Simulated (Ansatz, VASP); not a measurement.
AlRu: VASP beside Ansatz

```
CELL_PARAMETERS angstrom
0.00000 2.39498 2.39498
2.39498 0.00000 2.39498
2.39498 2.39498 0.00000
ATOMIC_POSITIONS crystal
Ru 0.00000 0.00000 0.00000
Al 0.50000 0.50000 0.50000
```

Change from the starting cell: volume scaled by 0.94, LAPW.

Alike in both runs: task single point; functional LDA; k mesh 14 × 14 × 14; occupations fermi-dirac, width 0.05 eV; no spin polarisation.

|  | VASP | Ansatz |
| --- | --- | --- |
| version | VASP 6.6.1 | Ansatz 0.2.0 |
| potentials or method | VASP PAW LDA potentials, release 64 (Ru_pv, Al), cutoff 520 eV | all-electron LAPW, scalar-relativistic |

|  | VASP | Ansatz | Ansatz less VASP |
| --- | --- | --- | --- |
| pressure (GPa) | 12.3 | 11.6 | -0.69 |

LDA's correlation is that of Perdew and Zunger in VASP and of Perdew and Wang (1992) in Ansatz. Ansatz ran all-electron here, and VASP with PAW potentials.
